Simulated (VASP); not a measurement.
# SnB17N18 (a cell with a defect) in VASP: a series of runs, part 2 of 3

VASP 6.6.1. Earlier steps stand in the parts before.

## Step 3: Single point, PBE

File INCAR:

```
SYSTEM = SnB17N18
PREC     = Accurate       ! precision mode
ENCUT    = 520            ! plane-wave cutoff, eV
EDIFF    = 1E-6           ! SCF threshold, eV
ISMEAR   = 0              ! smearing method
SIGMA    = 0.01           ! smearing width, eV
LREAL    = Auto         
LASPH    = .TRUE.         ! aspherical terms in the spheres
NELM     = 120            ! most SCF steps
ALGO     = Normal         ! electronic algorithm
ISIF     = 2              ! what is computed and relaxed
LWAVE    = .FALSE.        ! write WAVECAR
LCHARG   = .FALSE.        ! write CHGCAR
GGA      = PE             ! functional
NELECT   = 156.0        
NBANDS   = 102            ! bands
GGA_COMPAT= .FALSE.      
ISYM     = -1
```

File KPOINTS:

```
explicit points
1
Reciprocal
  0.25000000   0.25000000   0.25000000 1
```

File POSCAR:

```
SnB17N18
1.0
    7.4650312844      0.0000000000      0.0000000000
   -3.7325156422      6.4649067324      0.0000000000
    0.0000000000      0.0000000000      6.4954828762
B N Sn
17 18 1
Direct
    0.0843301826      0.2075272249      0.2340204342
    0.2443775660      0.1216982800      0.7519983862
    0.0839313134      0.5402212214      0.2408776137
    0.2444402908      0.4613985074      0.7502772867
    0.0839767820      0.8744783477      0.2412148878
    0.2451766802      0.7917107545      0.8009097119
    0.4158813180      0.2072158318      0.2117264037
    0.5757370857      0.1201025252      0.7735205000
    0.4158956265      0.5391048651      0.2116378118
    0.4185054691      0.8745198151      0.2465732941
    0.5753556421      0.7938397967      0.7675472761
    0.7526229126      0.2086635700      0.2367288558
    0.9124045883      0.1253296740      0.7641246621
    0.7458887480      0.5382704325      0.2562311579
    0.9167513848      0.4613189375      0.8183591299
    0.7525456640      0.8746825284      0.2347707656
    0.9164642323      0.7937045206      0.8137515968
    0.1342576017      0.2360860196      0.7437860679
    0.1947360706      0.0968624373      0.2314014726
    0.1371284002      0.5688651131      0.8006330791
    0.1945506869      0.4296875628      0.2318197500
    0.1363025401      0.9049518757      0.7985008779
    0.1961057161      0.7639487745      0.2539908656
    0.4570648776      0.2104054864      0.7212409047
    0.5288233143      0.0981340046      0.2398764897
    0.4563861556      0.5853972873      0.7105353739
    0.5222779588      0.4266657356      0.1860655964
    0.4674286102      0.9020392461      0.8030132039
    0.5288502416      0.7623833223      0.2364609397
    0.8015948272      0.2372255408      0.7787113152
    0.8618039597      0.0969977126      0.2412167495
    0.8172298188      0.5780258970      0.8447915689
    0.8641602906      0.4288886855      0.2341955681
    0.8014309388      0.9016248653      0.7724590586
    0.8643783362      0.7670247012      0.2345582095
    0.6368104607      0.4856416062      0.5876869999
```

Potentials or basis: VASP PAW PBE potentials, release 64 (B, N, Sn_d).

Launch:

```console
$ cat potpaw_PBE.64/B/POTCAR potpaw_PBE.64/N/POTCAR potpaw_PBE.64/Sn_d/POTCAR > POTCAR
$ mpirun -np 1 vasp_std > vasp.out
```

OUTCAR:

```text
SYSTEM = SnB17N18
   PREC = Accurate
   ENCUT = 520
   EDIFF = 1E-6
   ISMEAR = 0
   LREAL = Auto
   LASPH = .TRUE.
   NELM = 120
   ISIF = 2
   GGA = PE
   NELECT = 156.0
   ISYM = -1

 ion  position               nearest neighbor table
   1  0.084  0.208  0.234-  19 1.43  21 1.44  31 1.44
   2  0.244  0.122  0.752-  24 1.40  22 1.43  18 1.45
   3  0.084  0.540  0.241-  33 1.42  21 1.43  23 1.45
   4  0.244  0.461  0.750-  26 1.40  20 1.43  18 1.46
   5  0.084  0.874  0.241-  35 1.42  19 1.44  23 1.44
   6  0.245  0.792  0.801-  22 1.44  28 1.44  20 1.44
   7  0.416  0.207  0.212-  27 1.43  19 1.44  25 1.45
   8  0.576  0.120  0.774-  24 1.40  28 1.42  30 1.46  36 2.80
   9  0.416  0.539  0.212-  27 1.42  21 1.44  29 1.45
  10  0.419  0.875  0.247-  23 1.44  29 1.44  25 1.45
  11  0.575  0.794  0.768-  26 1.40  28 1.42  34 1.46  36 2.81
  12  0.753  0.209  0.237-  33 1.42  31 1.43  25 1.45
  13  0.912  0.125  0.764-  18 1.44  30 1.44  34 1.45
  14  0.746  0.538  0.256-  33 1.48  35 1.49  27 1.52  36 2.27
  15  0.917  0.461  0.818-  32 1.41  20 1.43  30 1.47  36 2.65
  16  0.753  0.875  0.235-  35 1.42  31 1.44  29 1.45
  17  0.916  0.794  0.814-  32 1.41  22 1.42  34 1.47  36 2.65
  18  0.134  0.236  0.744-  13 1.44   2 1.45   4 1.46
  19  0.195  0.097  0.231-   1 1.43   7 1.44   5 1.44
  20  0.137  0.569  0.801-   4 1.43  15 1.43   6 1.44
  21  0.195  0.430  0.232-   3 1.43   1 1.44   9 1.44
  22  0.136  0.905  0.799-  17 1.42   2 1.43   6 1.44
  23  0.196  0.764  0.254-  10 1.44   5 1.44   3 1.45
  24  0.457  0.210  0.721-   2 1.40   8 1.40  36 2.00
  25  0.529  0.098  0.240-  10 1.45  12 1.45   7 1.45
  26  0.456  0.585  0.711-   4 1.40  11 1.40  36 2.00
  27  0.522  0.427  0.186-   9 1.42   7 1.43  14 1.52  36 2.71
  28  0.467  0.902  0.803-  11 1.42   8 1.42   6 1.44
  29  0.529  0.762  0.236-  10 1.44  16 1.45   9 1.45
  30  0.802  0.237  0.779-  13 1.44   8 1.46  15 1.47
  31  0.862  0.097  0.241-  12 1.43  16 1.44   1 1.44
  32  0.817  0.578  0.845-  15 1.41  17 1.41  36 2.04
  33  0.864  0.429  0.234-   3 1.42  12 1.42  14 1.48
  34  0.801  0.902  0.772-  13 1.45  11 1.46  17 1.47
  35  0.864  0.767  0.235-  16 1.42   5 1.42  14 1.49
  36  0.637  0.486  0.588-  26 2.00  24 2.00  32 2.04  14 2.27  17 2.65  15 2.65  27 2.71   8 2.80
                            11 2.81

[... 151 lines left out ...]
   IVDW    =     0    specifies the selected vdW correction
   LEPSILON=     F    determine dielectric tensor
   LRPA    =     F    only Hartree local field effects (RPA)
 non-spin polarized calculation
 Gauss-broadening in eV      SIGMA  =   0.01
  energy-cutoff  :      520.00
  volume of cell :      313.48
 maximum number of plane-waves:      8452
 NGX is ok and might be reduce to    56
   NGX = 27   NGY = 27   NGZ = 25

 number of electron     155.9999998 magnetization

 Free energy of the ion-electron system (eV)
  ---------------------------------------------------
  ext. energy  EPLUGINS =         0.00000000
  ---------------------------------------------------
  free energy    TOTEN  =      -300.38299183 eV

  energy without entropy =     -300.38299183  energy(sigma->0) =     -300.38299183

 E-fermi :   4.9356     XC(G=0): -10.5976

 val. band max:        4.8091387071   @ k =   0.2500   0.2500   0.2500
 cond. band min:       7.5512002988   @ k =   0.2500   0.2500   0.2500
 fundamental gap:      2.7420615917
 Fermi energy:         4.9356094991

 k-point     1 :       0.2500    0.2500    0.2500
  band No.  band energies     occupation
      1     -16.0937      2.00000
      2     -16.0130      2.00000
      3     -15.8018      2.00000
      4     -15.7181      2.00000
      5     -15.6443      2.00000
      6     -14.3091      2.00000
[... 82 lines left out ...]
     89      10.0413      0.00000
     90      10.1191      0.00000
 [bands above 90 left out]

------------------------ aborting loop because EDIFF is reached ----------------------------------------

  FORCE on cell =-STRESS in cart. coord.  units (eV):
  Direction    XX          YY          ZZ          XY          YZ          ZX
  --------------------------------------------------------------------------------------
  -------------------------------------------------------------------------------------
  Total       42.3012161     41.2468755     31.1854456      1.4736033     -0.0519968      0.0319625
  in kB      216.2011988    210.8124715    159.3885790      7.5315754     -0.2657554      0.1633602
  external PRESSURE =     195.4674164 kB  Pullay stress =       0.0000000 kB

 VOLUME and BASIS-vectors are now :
 -----------------------------------------------------------------------------
  energy-cutoff  :      520.00
  volume of cell :      313.48
      direct lattice vectors                 reciprocal lattice vectors
     7.465031284  0.000000000  0.000000000     0.133957911  0.077340636  0.000000000
    -3.732515642  6.464906732  0.000000000     0.000000000  0.154681273  0.000000000
     0.000000000  0.000000000  6.495482876     0.000000000  0.000000000  0.153953142

 POSITION                                       TOTAL-FORCE (eV/Angst)
 -----------------------------------------------------------------------------------
     -0.14507      1.34164      1.52008        -0.003973     -0.000157     -0.001789
      1.37005      0.78677      4.88459         0.002405      0.006990     -0.005716
     -1.38983      3.49248      1.56462         0.006961     -0.002810     -0.005301
      0.10258      2.98290      4.87341         0.011420     -0.004696     -0.003235
     -2.63711      5.65342      1.56681         0.001467      0.000460     -0.007130
     -1.12482      5.11834      5.20230        -0.002424      0.002941      0.007848
[... 28 lines left out ...]
      3.58968      4.95874      1.52357         0.002168     -0.001178      0.011033
      2.94115      3.13963      3.81731        -0.009629      0.010949     -0.025680
 -----------------------------------------------------------------------------------
    total drift:                                0.010211      0.011940     -0.003165

  FREE ENERGIE OF THE ION-ELECTRON SYSTEM (eV)
  ---------------------------------------------------
  free  energy   TOTEN  =      -300.3829918265 eV

  energy  without entropy=     -300.3829918265  energy(sigma->0) =     -300.38299183
```

stdout:

```text
POSCAR found type information on POSCAR B N Sn
 POSCAR found :  3 types and      36 ions
 scaLAPACK will be used
 LDA part: xc-table for (Slater+PW92), standard interpolation
 POSCAR, INCAR and KPOINTS ok, starting setup
 FFT: planning ... GRIDC
 FFT: planning ... GRID_SOFT
 FFT: planning ... GRID
 WAVECAR not read
 entering main loop
 the old and the new charge density differ
 old charge density:   155.00000 new  156.00000
    0.350E+01
```

It took 2 min on 1 thread of AMD EPYC 7R43 (Zen 3), shared host; peak memory 0.33 GiB.

Results:

```
Free energy   : -300.3830 eV
Largest force : 0.030 eV/Å
```

Forces in eV/Å, atoms in the order of the input:
```
B   -0.004  0.000 -0.002
B    0.002  0.007 -0.006
B    0.007 -0.003 -0.005
B    0.011 -0.005 -0.003
B    0.001  0.000 -0.007
B   -0.002  0.003  0.008
B    0.004  0.015  0.007
B    0.013  0.002  0.009
B    0.022 -0.007  0.008
B    0.006 -0.002  0.007
B    0.010 -0.004  0.004
B    0.001 -0.008 -0.006
B    0.000  0.004 -0.012
B   -0.016 -0.009 -0.009
B    0.002 -0.020  0.005
B   -0.005  0.002  0.000
B   -0.015  0.002  0.007
N    0.006  0.008  0.001
N   -0.006 -0.003  0.004
N   -0.001 -0.009 -0.001
N   -0.013 -0.007  0.005
N    0.000  0.003 -0.002
N   -0.002 -0.002  0.008
N   -0.012  0.013 -0.012
N    0.003 -0.001  0.000
N    0.012 -0.011 -0.013
N    0.003  0.008  0.008
N    0.000  0.002 -0.006
N   -0.002  0.004  0.003
N   -0.003  0.003  0.002
N   -0.002  0.000  0.007
N   -0.005  0.005 -0.008
N   -0.003  0.008  0.014
N   -0.005 -0.010  0.000
N    0.002 -0.001  0.011
Sn  -0.010  0.011 -0.026
```

Caveat: the cell carries a net charge on a neutralising background, which shifts energy and pressure; the cell is charged against a uniform background, so pressure and absolute levels hang on convention; spin-orbit coupling is left out, which moves the levels of the heavy elements.

## Step 4: Single point, PBE

Edit INCAR of step 3 so:

```diff
@@ -12,6 +12,8 @@
 LWAVE    = .FALSE.        ! write WAVECAR
-LCHARG   = .FALSE.        ! write CHGCAR
+LCHARG   = .TRUE.         ! write CHGCAR
 GGA      = PE             ! functional
-NELECT   = 156.0        
+LELF     = .TRUE.         ! ELF
+LVHAR    = .TRUE.       
 NBANDS   = 102            ! bands
+NELECT   = 154.0        
 GGA_COMPAT= .FALSE.
```

KPOINTS is that of step 3.

File POSCAR:

```
SnB17N18
1.0
    7.4650312844      0.0000000000      0.0000000000
   -3.7325156422      6.4649067324      0.0000000000
    0.0000000000      0.0000000000      6.4954828762
B N Sn
17 18 1
Direct
    0.1051941677      0.2094750439      0.2430497234
    0.2230744257      0.1188356215      0.7965516039
    0.1068207978      0.5439399713      0.2421259435
    0.2221502823      0.4594978907      0.7647012501
    0.1062167472      0.8754873706      0.2484709508
    0.2292904710      0.7909786349      0.8079769774
    0.4360233607      0.2028397940      0.2358528308
    0.5626964422      0.1187169971      0.7996075901
    0.4360489702      0.5464027966      0.2326888144
    0.4387132870      0.8753264524      0.2481972691
    0.5589081418      0.7945226552      0.7439788619
    0.7737086075      0.2095014741      0.2433505132
    0.8942923543      0.1216613100      0.7572306570
    0.7800692466      0.5467105957      0.2319108942
    0.9053035744      0.4596489398      0.7671387966
    0.7733387109      0.8771296458      0.2374481016
    0.9026702809      0.7949029177      0.7455537316
    0.1175670710      0.2342923853      0.7631177350
    0.2164749287      0.0987156707      0.2495297762
    0.1190396280      0.5683818991      0.8187300376
    0.2167990640      0.4322332619      0.2392964286
    0.1159376280      0.9001629451      0.8031393184
    0.2170067416      0.7656926914      0.2560820295
    0.4432265714      0.2197778351      0.8145556850
    0.5505570102      0.0985647549      0.2493308572
    0.4266868198      0.5842406427      0.6921526159
    0.5505052944      0.4322268148      0.2516051989
    0.4524543720      0.8999242064      0.8027244924
    0.5503525110      0.7657456647      0.2355565170
    0.7843211068      0.2342805682      0.7668910820
    0.8836085746      0.0989000916      0.2444023600
    0.8261824560      0.5848759265      0.6970720391
    0.8837844670      0.4321743998      0.2390057228
    0.7833251854      0.8991401363      0.7379798236
    0.8839731519      0.7659893271      0.2353278252
    0.5476468278      0.4253828772      0.5902224421
```

Launch:

```console
$ cat potpaw_PBE.64/B/POTCAR potpaw_PBE.64/N/POTCAR potpaw_PBE.64/Sn_d/POTCAR > POTCAR
$ mpirun -np 1 vasp_std > vasp.out
```

It took 2.3 min on 1 thread of AMD EPYC 7R43 (Zen 3), shared host; peak memory 0.33 GiB.

It converged, with:

```yaml
Free_energy: -310.8229 eV
Largest_force: 0.095 eV/Å
```

Forces in eV/Å, atoms in the order of the input:
```
B    0.000 -0.003  0.000
B   -0.005  0.006  0.010
B    0.000  0.001 -0.001
B    0.010 -0.005 -0.007
B    0.000  0.001 -0.001
B   -0.003 -0.004  0.010
B   -0.002 -0.032 -0.009
B    0.010  0.004  0.015
B   -0.029  0.013 -0.011
B   -0.001 -0.001 -0.001
B    0.016 -0.006 -0.006
B   -0.001 -0.005 -0.005
B   -0.003  0.007 -0.014
B    0.024  0.014  0.000
B   -0.015 -0.004 -0.004
B   -0.002  0.002  0.006
B   -0.011 -0.004 -0.015
N    0.000 -0.004  0.004
N    0.001  0.004  0.000
N    0.001  0.002  0.016
N    0.006  0.001  0.000
N    0.003  0.004  0.004
N   -0.001 -0.001  0.003
N    0.000  0.002 -0.011
N   -0.001  0.006  0.002
N    0.019 -0.024 -0.031
N   -0.001 -0.005  0.017
N   -0.006  0.008  0.001
N    0.003 -0.007 -0.004
N   -0.001 -0.002  0.000
N   -0.001  0.003 -0.001
N   -0.018 -0.023 -0.023
N   -0.007  0.000 -0.001
N    0.001 -0.011  0.003
N   -0.004 -0.008 -0.006
Sn   0.016  0.071  0.060
```

Levels at points of the mesh, in eV from the Fermi level:
| k point | band 73 | band 74 | band 75 | band 76 | band 77 | band 78 | band 79 | band 80 | band 81 | band 82 |
| --- | --- | --- | --- | --- | --- | --- | --- | --- | --- | --- |
| (0.25, 0.25, 0.25) | -1.05 | -0.65 | -0.44 | -0.30 | -0.12 | 2.65 | 3.96 | 4.26 | 4.62 | 5.04 |

Caveat: the cell carries a net charge on a neutralising background, which shifts energy and pressure; the cell is charged against a uniform background, so pressure and absolute levels hang on convention; spin-orbit coupling is left out, which moves the levels of the heavy elements.

(Continued in part 3 of 3.)
